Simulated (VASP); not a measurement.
# ZrIn2Se3 (P4/mmm) in VASP: relaxation of cell and atoms with PBE

Aim: the relaxation of cell and atoms of ZrIn2Se3 with PBE.

Program: VASP 6.6.1. These are calculated values, not measurements. Logs are shortened: lines on timing, memory, paths and dates and some standing lists are left out, and cuts for length are marked.

## Step 1: The cell of the first run

Symmetry: P4/mmm, No. 123, tetragonal system. Conventional cell: a = 3.514 Å, b = 3.514 Å, c = 11.305 Å, α = 90.00°, β = 90.00°, γ = 90.00°. Zr (site symmetry 4/mmm) has 8 Se at 2.92 Å and 4 Zr at 3.51 Å and 2 In at 3.86 Å within 3.9 Å. Within 4.0 Å of In (site symmetry 4mm) lie 8 Se at 3.06 to 3.41 Å and 5 In at 3.51 to 3.59 Å and 1 Zr at 3.86 Å. Se (site symmetry 4/mmm) has 8 In at 3.06 Å and 6 Se at 3.51 to 4.13 Å within 4.2 Å. Se (site symmetry 4mm) has 4 Zr at 2.92 Å and 5 Se at 3.05 to 3.51 Å and 4 In at 3.41 Å within 3.8 Å.

The cell was generated, and may not be a known phase.

## Step 2: Relaxation of cell and atoms, PBE

INCAR reads:

```
SYSTEM = ZrIn2Se3
PREC = Accurate
ENCUT = 600
EDIFF = 1E-7
ISMEAR = 0
SIGMA = 0.1
LREAL = .FALSE.
LASPH = .TRUE.
NELM = 80
ALGO = Normal
ISIF = 3
LWAVE = .FALSE.
LCHARG = .FALSE.
GGA = PE
IBRION = 2
NSW = 100
EDIFFG = -0.01
```

KPOINTS reads:

```
Automatic mesh
0
G
  10 10 4
  0 0 0
```

POSCAR reads:

```
ZrIn2Se3
1.0
    3.5139311387      0.0000000000      0.0000000000
    0.0000000000      3.5139311387      0.0000000000
    0.0000000000      0.0000000000     11.3046049627
Zr In Se
1 2 3
Direct
    0.5000000000      0.5000000000      0.5000000000
    0.5000000000      0.5000000000      0.8413276024
    0.5000000000      0.5000000000      0.1586723976
    0.0000000000      0.0000000000      0.0000000000
    0.0000000000      0.0000000000      0.6348380611
    0.0000000000      0.0000000000      0.3651619389
```

Potentials or basis: VASP PAW PBE potentials, release 64 (Zr_sv, In_d, Se).

Command:

```console
> cat potpaw_PBE.64/Zr_sv/POTCAR potpaw_PBE.64/In_d/POTCAR potpaw_PBE.64/Se/POTCAR > POTCAR
> mpirun -np 1 vasp_std > vasp.out
```

OUTCAR:

```text
SYSTEM = ZrIn2Se3
   PREC = Accurate
   ENCUT = 600
   EDIFF = 1E-7
   ISMEAR = 0
   LREAL = .FALSE.
   LASPH = .TRUE.
   NELM = 80
   ISIF = 3
   GGA = PE
   IBRION = 2
   NSW = 100
   EDIFFG = -0.01

 ion  position               nearest neighbor table
   1  0.500  0.500  0.500-   5 2.92   6 2.92   5 2.92   6 2.92   5 2.92   6 2.92   5 2.92   6 2.92
                             2 3.86   3 3.86
   2  0.500  0.500  0.841-   4 3.06   4 3.06   4 3.06   4 3.06   3 3.59   1 3.86
   3  0.500  0.500  0.159-   4 3.06   4 3.06   4 3.06   4 3.06   2 3.59   1 3.86
   4  0.000  0.000  0.000-   2 3.06   3 3.06   2 3.06   3 3.06   2 3.06   3 3.06   2 3.06   3 3.06

   5  0.000  0.000  0.635-   1 2.92   1 2.92   1 2.92   1 2.92
   6  0.000  0.000  0.365-   1 2.92   1 2.92   1 2.92   1 2.92

  LATTYP: Found a simple tetragonal cell.
 ALAT       =     3.5139311387
 C/A-ratio  =     3.2170820988

  Lattice vectors:

 A1 = (   3.5139311387,   0.0000000000,   0.0000000000)
 A2 = (   0.0000000000,   3.5139311387,   0.0000000000)
 A3 = (   0.0000000000,   0.0000000000,  11.3046049627)

Analysis of symmetry for initial positions (statically):
=====================================================================
 Subroutine PRICEL returns:
 Original cell was already a primitive cell.

 Routine SETGRP: Setting up the symmetry group for a
 simple tetragonal supercell.

 Subroutine GETGRP returns: Found 16 space group operations
 (whereof 16 operations were pure point group operations)
 out of a pool of 16 trial point group operations.

The static configuration has the point symmetry D_4h.

Analysis of symmetry for dynamics (positions and initial velocities):
=====================================================================
 Subroutine PRICEL returns:
 Original cell was already a primitive cell.

 Routine SETGRP: Setting up the symmetry group for a
 simple tetragonal supercell.

 Subroutine GETGRP returns: Found 16 space group operations
 (whereof 16 operations were pure point group operations)
 out of a pool of 16 trial point group operations.

The dynamic configuration has the point symmetry D_4h.

 Subroutine INISYM returns: Found 16 space group operations
 (whereof 16 operations are pure point group operations),
 and found     1 'primitive' translations

----------------------------------------------------------------------------------------

                                     Primitive cell

  volume of cell :     139.5860

  direct lattice vectors                    reciprocal lattice vectors
     3.513931139  0.000000000  0.000000000     0.284581559  0.000000000  0.000000000
     0.000000000  3.513931139  0.000000000     0.000000000  0.284581559  0.000000000
     0.000000000  0.000000000 11.304604963     0.000000000  0.000000000  0.088459526

  length of vectors
     3.513931139  3.513931139 11.304604963     0.284581559  0.284581559  0.088459526

  position of ions in fractional coordinates (direct lattice)
     0.500000000  0.500000000  0.500000000
     0.500000000  0.500000000  0.841327602
     0.500000000  0.500000000  0.158672398
     0.000000000  0.000000000  0.000000000
     0.000000000  0.000000000  0.634838061
     0.000000000  0.000000000  0.365161939

  ion indices of the primitive-cell ions
   primitive index   ion index
                 1           1
                 2           2
                 3           3
                 4           4
                 5           5
                 6           6

----------------------------------------------------------------------------------------

 KPOINTS: Automatic mesh

Automatic generation of k-mesh.
 Grid dimensions read from file:
 generate k-points for:   10   10    4

 Generating k-lattice:

  Cartesian coordinates                     Fractional coordinates (reciprocal lattice)
     0.028458156  0.000000000  0.000000000     0.100000000  0.000000000  0.000000000
     0.000000000  0.028458156  0.000000000     0.000000000  0.100000000  0.000000000
     0.000000000  0.000000000  0.022114882     0.000000000  0.000000000  0.250000000

  Length of vectors
     0.028458156  0.028458156  0.022114882

  Shift w.r.t. Gamma in fractional coordinates (k-lattice)
     0.000000000  0.000000000  0.000000000

 Subroutine IBZKPT returns following result:
 ===========================================

 Found     63 irreducible k-points:

 Following reciprocal coordinates:
            Coordinates               Weight
  0.000000  0.000000  0.000000      1.000000
  0.100000  0.000000  0.000000      4.000000
  0.200000  0.000000  0.000000      4.000000
  0.300000  0.000000  0.000000      4.000000
  0.400000  0.000000  0.000000      4.000000
  0.500000  0.000000  0.000000      2.000000
[... 16 lines left out ...]
  0.100000  0.000000  0.250000      8.000000
  0.200000  0.000000  0.250000      8.000000
 [... further k-points ...]
   k-points           NKPTS =     63   k-points in BZ     NKDIM =     63   number of bands    NBANDS=     33
   number of dos      NEDOS =    301   number of ions     NIONS =      6
   total plane-waves  NPLWV =  70560
   dimension x,y,z NGX =    28 NGY =   28 NGZ =   90
   dimension x,y,z NGXF=    56 NGYF=   56 NGZF=  180
   ions per type =               1   2   3
   NGX,Y,Z   is equivalent  to a cutoff of  13.25, 13.25, 13.24 a.u.
   NGXF,Y,Z  is equivalent  to a cutoff of  26.49, 26.49, 26.47 a.u.
 SYSTEM =  ZrIn2Se3
   PREC   = accura    normal or accurate (medium, high low for compatibility)
   ISTART =      0    job   : 0-new  1-cont  2-samecut
   ICHARG =      2    charge: 1-file 2-atom 10-const
   ISPIN  =      1    spin polarized calculation?
   LNONCOLLINEAR =      F non collinear calculations
   LSORBIT =      F    spin-orbit coupling
   LASPH  =      T    aspherical Exc in radial PAW
   ENCUT  =  600.0 eV  44.10 Ry    6.64 a.u.   7.02  7.02 22.58*2*pi/ulx,y,z
   NELM   =     80;   NELMIN=  2; NELMDL= -5     # of ELM steps
   EDIFF  = 0.1E-06   stopping-criterion for ELM
   LREAL  =      F    real-space projection
   EDIFFG = -.1E-01   stopping-criterion for IOM
   NSW    =    100    number of steps for IOM
   IBRION =      2    ionic relax: 0-MD 1-quasi-New 2-CG
   NFREE  =      1    steps in history (QN), initial steepest desc. (CG)
   ISIF   =      3    stress and relaxation
   ISYM   =      2    0-nonsym 1-usesym 2-fastsym
   POTIM  = 0.5000    time-step for ionic-motion
   TEBEG  =    0.0;   TEEND  =   0.0 temperature during run
   PSTRESS=    0.0 pullay stress
   NELECT =      56.0000    total number of electrons
   NUPDOWN=      -1.0000    fix difference up-down
   EMIN   =  10.00;   EMAX   =-10.00  energy-range for DOS
   EFERMI =   0.00;   METHOD = LEGACY
   ISMEAR =     0;   SIGMA  =   0.10  broadening in eV -4-tet -1-fermi 0-gaus
   EFERMI_NEDOS =   21; number of points for ismear=-14 and -15
   IALGO  =     38    algorithm
   IMIX   =      4    mixing-type and parameters
     AMIX     =   0.40;   BMIX     =  1.00
     AMIX_MAG =   1.60;   BMIX_MAG =  1.00
  volume/ion in A,a.u.               =      23.26       157.00
  Fermi-wavevector in a.u.,A,eV,Ry     =   1.207416  2.281685 19.835295  1.457853
  Thomas-Fermi vector in A             =   2.343054
   LORBIT       =      0    0 simple, 1 ext, 2 COOP (PROOUT), +10 PAW based schemes
   GGA     = PE    functional components
   LHFCALC =     F    Hartree Fock is set to
   AEXX    =    0.0000 exact exchange contribution
   IVDW    =     0    specifies the selected vdW correction
   LEPSILON=     F    determine dielectric tensor
   LRPA    =     F    only Hartree local field effects (RPA)
 conjugate gradient relaxation of ions
 non-spin polarized calculation
 Gauss-broadening in eV      SIGMA  =   0.10
  energy-cutoff  :      600.00
  volume of cell :      139.59
 maximum number of plane-waves:      4689
   NGX = 15   NGY = 15   NGZ = 45

--------------------------------------- Ionic step        1  -------------------------------------------

 number of electron      56.0000003 magnetization

 Free energy of the ion-electron system (eV)
  ---------------------------------------------------
  ext. energy  EPLUGINS =         0.00000000
  ---------------------------------------------------
  free energy    TOTEN  =       -27.88415456 eV

  energy without entropy =      -27.86939662  energy(sigma->0) =      -27.87677559

------------------------ aborting loop because EDIFF is reached ----------------------------------------

  FORCE on cell =-STRESS in cart. coord.  units (eV):
  Direction    XX          YY          ZZ          XY          YZ          ZX
  --------------------------------------------------------------------------------------
  -------------------------------------------------------------------------------------
  Total        0.1072846      0.1072846     -0.0765923      0.0000000      0.0000000      0.0000000
  in kB        1.2314195      1.2314195     -0.8791320      0.0000000      0.0000000      0.0000000
  external PRESSURE =       0.5279023 kB  Pullay stress =       0.0000000 kB
[... 265 lines left out ...]
  energy  without entropy=      -27.8712558726  energy(sigma->0) =      -27.87857253

--------------------------------------- Ionic step        8  -------------------------------------------

 number of electron      56.0000020 magnetization

 Free energy of the ion-electron system (eV)
  ---------------------------------------------------
  ext. energy  EPLUGINS =         0.00000000
  ---------------------------------------------------
  free energy    TOTEN  =       -27.88590092 eV

  energy without entropy =      -27.87124402  energy(sigma->0) =      -27.87857247

 E-fermi :   6.7146     XC(G=0): -10.3521

 val. band max:        6.7096109132   @ k =   0.2000   0.0000   0.5000
 cond. band min:       6.7206437121   @ k =   0.5000   0.5000   0.2500
 fundamental gap:      0.0110327990
 Fermi energy:         6.7145874428

 k-point     1 :       0.0000    0.0000    0.0000
  band No.  band energies     occupation
      1     -43.1045      2.00000
      2     -21.2111      2.00000
      3     -20.9510      2.00000
      4     -20.9510      2.00000
      5      -7.8690      2.00000
      6      -7.8623      2.00000
[... 853 lines left out ...]
     32       9.1032      0.00000
     33       9.6931      0.00000

 [... further k-points ...]
[... 5 lines left out ...]
  --------------------------------------------------------------------------------------
  -------------------------------------------------------------------------------------
  Total        0.0460623      0.0460623     -0.0523400      0.0000000     -0.0000000     -0.0000000
  in kB        0.5304813      0.5304813     -0.6027792      0.0000000     -0.0000000     -0.0000000
  external PRESSURE =       0.1527278 kB  Pullay stress =       0.0000000 kB
[... 21 lines left out ...]
  FREE ENERGIE OF THE ION-ELECTRON SYSTEM (eV)
  ---------------------------------------------------
  free  energy   TOTEN  =       -27.8859009249 eV

  energy  without entropy=      -27.8712440177  energy(sigma->0) =      -27.87857247

 reached required accuracy - stopping structural energy minimisation
```

Wall time 59 min (1 thread of Intel Xeon 8259CL, shared host); peak memory 0.52 GiB.

What came out:

```
Free energy                           : -27.8859 eV
Relaxed volume                        : 23.19 Å³/atom
Relaxed cell                          : a = 3.517 Å, b = 3.517 Å, c = 11.250 Å, α = 90.00°, β = 90.00°, γ = 90.00°
Space group after relaxing (to 0.1 Å) : P4/mmm (No. 123)
Energy gained by relaxing             : 0.3 meV/atom
Ionic steps                           : 8
Pressure after relaxing               : 0.0 GPa
Largest force after relaxing          : 0.009 eV/Å
Band gap on the k mesh                : zero (bands 28 and 29 overlap by 0.83 eV)
```

Forces on the atoms (eV/Å):
```
Zr   0.000  0.000  0.000
In   0.000  0.000  0.005
In   0.000  0.000 -0.005
Se   0.000  0.000  0.000
Se   0.000  0.000  0.009
Se   0.000  0.000 -0.009
```

Stress tensor (GPa, compression positive):
```
 0.05  0.00  0.00
 0.00  0.05  0.00
 0.00  0.00 -0.06
```

The path:
| step | energy change (eV) | largest force (eV/Å) | pressure (GPa) | volume (Å³) |
| --- | --- | --- | --- | --- |
| 1 | 0.0000 | 0.0683 | 0.05 | 139.59 |
| 2 | -0.0005 | 0.0536 | -0.05 | 139.74 |
| 3 | -0.0008 | 0.0320 | -0.20 | 139.97 |
| 4 | -0.0011 | 0.0252 | -0.15 | 139.79 |
| 5 | -0.0015 | 0.0517 | -0.01 | 139.33 |
| 6 | -0.0016 | 0.0360 | 0.00 | 139.25 |
| 7 | -0.0017 | 0.0080 | 0.02 | 139.08 |
| 8 | -0.0017 | 0.0094 | 0.02 | 139.12 |

Final structure:
```cif
data_structure
_symmetry_space_group_name_H-M 'P 1'
_symmetry_Int_Tables_number 1
_cell_length_a 3.5166
_cell_length_b 3.5166
_cell_length_c 11.2498
_cell_angle_alpha 90.000
_cell_angle_beta 90.000
_cell_angle_gamma 90.000
_cell_volume 139.12
loop_
_atom_site_label
_atom_site_type_symbol
_atom_site_fract_x
_atom_site_fract_y
_atom_site_fract_z
_atom_site_occupancy
Zr1 Zr 0.50000 0.50000 0.50000 1
In1 In 0.50000 0.50000 0.83951 1
In2 In 0.50000 0.50000 0.16049 1
Se1 Se 0.00000 0.00000 0.00000 1
Se2 Se 0.00000 0.00000 0.63501 1
Se3 Se 0.00000 0.00000 0.36499 1
```

Levels at points of the mesh, in eV from the Fermi level:
```csv
k point,band 26,band 27,band 28,band 29,band 30,band 31
"(0.00, 0.00, 0.00)",-1.49,-0.96,-0.96,0.76,1.24,1.69
"(0.50, 0.00, 0.00)",-1.39,-0.31,-0.17,0.62,1.05,1.20
"(0.50, 0.50, 0.00)",-2.07,-1.90,-0.36,-0.23,0.18,0.18
"(0.00, 0.00, 0.50)",-1.01,-1.01,-0.69,0.04,0.85,1.94
"(0.50, 0.00, 0.50)",-0.49,-0.32,-0.28,-0.16,0.99,1.20
"(0.50, 0.50, 0.50)",-2.16,-1.83,-0.54,0.31,0.31,0.72
```

Caveat: spin-orbit coupling is left out, which moves the levels of the heavy elements.
